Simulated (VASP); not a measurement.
# Na: single point with PBE+D3(BJ)

The system is Na.

```xyz
1
Lattice="-1.8883 1.8883 2.6373 1.8883 -1.8883 2.6373 1.8883 1.8883 -2.6373" Properties=species:S:1:pos:R:3 pbc="T T T"
Na    0.0000    0.0000    0.0000
```

```json
{
 "Program": "VASP 6.6.1",
 "Task": "single point",
 "Functional": "PBE",
 "Dispersion": "D3(BJ)",
 "Potentials or basis": "VASP PAW PBE potentials, release 64 (Na_pv)",
 "Cutoff": "520 eV",
 "k mesh": "6 × 6 × 6",
 "Occupations": "gaussian, width 0.1 eV",
 "Spin": "no spin polarisation"
}
```

* Pressure: -0.7 GPa
* Dispersion energy per atom: -0.152 eV

Stress tensor (GPa, compression positive):
```
-0.70  0.00  0.00
 0.00 -0.70  0.00
 0.00  0.00 -0.83
```

Levels at points of the mesh, in eV from the Fermi level:
```csv
k point,band 1,band 2,band 3,band 4,band 5,band 6,band 7,band 8,band 9
"(0.00, 0.00, 0.00)",-24.69,-24.69,-24.69,-3.03,11.21,11.21,11.25,12.31,12.75
"(0.50, 0.00, 0.00)",-24.73,-24.70,-24.70,0.77,1.16,10.18,10.35,11.19,11.23
"(0.50, 0.50, 0.00)",-24.72,-24.70,-24.70,1.93,2.47,6.48,7.33,7.34,9.23
"(0.50, 0.50, 0.50)",-24.72,-24.70,-24.70,2.06,2.59,6.37,7.20,7.20,9.12
```

Run time: 6.2 s on 1 thread of Intel(R) Xeon(R) Platinum 8259CL CPU @ 2.50GHz (Skylake/Cascade Lake), on a shared host, peak memory 0.16 GiB.

Caveat: the k points lie up to 0.39 Å⁻¹ apart; pairwise dispersion overbinds metals, which lowers pressure and volume.
